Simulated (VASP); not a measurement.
Set up this calculation in VASP 6.6.1, as the native input.

| Property | Result |
| --- | --- |
| Task | single point |
| Functional | PBE |
| Potentials or basis | VASP PAW PBE potentials, release 64 (Pr, B, Br) |
| Cutoff | 520 eV |
| k mesh | 3 × 3 × 3 |
| Occupations | gaussian, width 0.1 eV |
| Spin | no spin polarisation |
| Dipole correction | no |
| Further INCAR settings | ALGO = Normal; EDIFF = 1e-06; NBANDS = 34 |

The structure of Pr2BBr3 lies in POSCAR:

```
Pr2BBr3
1.0
    3.1794547400      1.8356590500      5.0788300100
   -3.1794547400      1.8356590500      5.0788300100
    0.0000000000     -3.6713181100      5.0788300100
Pr B Br
2 1 3
Direct
    0.1425487000      0.1425487000      0.1425487000
    0.8574513000      0.8574513000      0.8574513000
    0.0000000000      0.0000000000      0.0000000000
    0.5000000000      0.5000000000      0.0000000000
    0.0000000000      0.5000000000      0.5000000000
    0.5000000000      0.0000000000      0.5000000000
```

The input as run:

INCAR

```
PREC = Accurate
ENCUT = 520
EDIFF = 1E-6
ISMEAR = 0
SIGMA = 0.1
LREAL = False
LASPH = True
NELM = 80
ALGO = Normal
ISIF = 2
LWAVE = False
LCHARG = True
GGA = PE
LELF = True
LVHAR = True
NBANDS = 34
```

KPOINTS

```
Automatic mesh
0
Gamma
  3 3 3
```

Potentials or basis: VASP PAW PBE potentials, release 64 (Pr, B, Br).

The run is started by

```console
$ cat potpaw_PBE.64/Pr/POTCAR potpaw_PBE.64/B/POTCAR potpaw_PBE.64/Br/POTCAR > POTCAR
$ mpirun -np 1 vasp_std > vasp.out
```

It gave:

The pressure is 1.5 GPa, the largest force is 1.600 eV/Å and the band gap on the k mesh is zero (band 25 reaches 3.90 eV, above the bottom of band 26 at 3.75 eV).

Caveat: the k points lie up to 0.40 Å⁻¹ apart; spin-orbit coupling is left out, which moves the levels of the heavy elements; the run has no spin polarisation, though such a crystal can be magnetic; without U or exact exchange the open f shell lies at the Fermi level, which spoils levels, moments and volumes; forces of over 1 eV/Å act on the atoms, so gaps and moduli don't describe the material at rest.

Run time: 2.2 min on 1 thread of Intel(R) Xeon(R) Platinum 8488C (Sapphire Rapids), with other jobs on the host, peak memory 0.34 GiB.
